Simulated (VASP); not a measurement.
Here is a VASP 6.6.1 calculation.

The input INCAR:

```
SYSTEM = BAs
PREC = Accurate
ENCUT = 520
EDIFF = 1E-8
ISMEAR = -1
SIGMA = 0.03
LREAL = .False.
LASPH = .True.
NELM = 60
ALGO = Normal
ISIF = 2
LWAVE = .False.
LCHARG = .False.
GGA = PE
LEFG = .True.
NBANDS = 11
```

The input KPOINTS:

```
Automatic mesh
0
Gamma
  10 10 10
  0 0 0
```

File POSCAR:

```
BAs
1.0
    0.0000000000      2.1892914214      2.1892914214
    2.1892914214      0.0000000000      2.1892914214
    2.1892914214      2.1892914214      0.0000000000
B As
1 1
Direct
    0.7500000000      0.7500000000      0.7500000000
    0.0000000000      0.0000000000      0.0000000000
```

Potentials or basis: VASP PAW PBE potentials, release 64 (B, As).

The run is started by

```bash
$ cat potpaw_PBE.64/B/POTCAR potpaw_PBE.64/As/POTCAR > POTCAR
$ mpirun -np 1 vasp_std > vasp.out
```

Problem. Predict the pressure.

Solution. 67.4 GPa.

Problem. What does it give for the band gap on the k mesh?

Solution. 0.88 eV, indirect (least direct gap 3.68 eV).

Caveat: without QUAD_EFG the Cq values of the log hold for a quadrupole moment of 1 mb, not for the nuclei. A k mesh can miss the band edges.
